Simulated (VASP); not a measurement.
A run of VASP 6.6.1 is set up as follows.

The input INCAR:

```
SYSTEM = HgTe
PREC = Accurate ; ENCUT = 520
EDIFF = 1E-8 ; ISMEAR = -1
SIGMA = 0.08 ; LREAL = .False.
LASPH = .True. ; NELM = 80
ALGO = Normal ; ISIF = 2
LWAVE = .False. ; LCHARG = .False.
GGA = PE ; LEFG = .True.
NBANDS = 16
```

File KPOINTS:

```
regular mesh
0
Gamma
  12 12 12
  0 0 0
```

The input POSCAR:

```
HgTe
1.0
    0.0000000000      2.9018920266      2.9018920266
    2.9018920266      0.0000000000      2.9018920266
    2.9018920266      2.9018920266      0.0000000000
Hg Te
1 1
Direct
    0.0000000000      0.0000000000      0.0000000000
    0.5000000000      0.5000000000      0.5000000000
```

Potentials or basis: VASP PAW PBE potentials, release 64 (Hg, Te).

The run is started by

```bash
$ cat potpaw_PBE.64/Hg/POTCAR potpaw_PBE.64/Te/POTCAR > POTCAR
$ mpirun -np 1 vasp_std > vasp.out
```

(1) Predict the pressure.

(2) What does it give for the band gap on the k mesh?

Answers

(1) 12.8 GPa.

(2) zero (band 9 reaches 6.66 eV, above the bottom of band 10 at 3.30 eV).

Caveat: without QUAD_EFG the Cq values of the log hold for a quadrupole moment of 1 mb, not for the nuclei; spin-orbit coupling is left out, which moves the levels of the heavy elements.
